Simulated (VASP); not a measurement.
Here is a VASP 6.6.1 calculation.

File INCAR:

```
SYSTEM = Pt
ALGO = Normal
EDIFF = 1E-7
ENCUT = 520
GGA = PE
ISIF = 2
ISMEAR = 1
LASPH = .True.
LCHARG = .False.
LREAL = .False.
LWAVE = .False.
NBANDS = 11
NELM = 60
PREC = Accurate
SIGMA = 0.05
```

File KPOINTS:

```
k-points
0
Gamma
  13 13 13
  0 0 0
```

File POSCAR:

```
Pt
1.0
    0.0000000000      2.0056264069      2.0056264069
    2.0056264069      0.0000000000      2.0056264069
    2.0056264069      2.0056264069      0.0000000000
Pt
1
Direct
    0.0000000000      0.0000000000      0.0000000000
```

Potentials or basis: VASP PAW PBE potentials, release 64 (Pt).

The run is started by

```sh
$ cat potpaw_PBE.64/Pt/POTCAR > POTCAR
$ mpirun -np 1 vasp_std > vasp.out
```

**Question.** Predict the pressure.

**Answer.** -7.7 GPa.

**Question.** Predict the band gap on the k mesh.

**Answer.** Zero (band 5 reaches 10.37 eV, above the bottom of band 6 at 8.44 eV).

Caveat: spin-orbit coupling is left out, which moves the levels of the heavy elements.
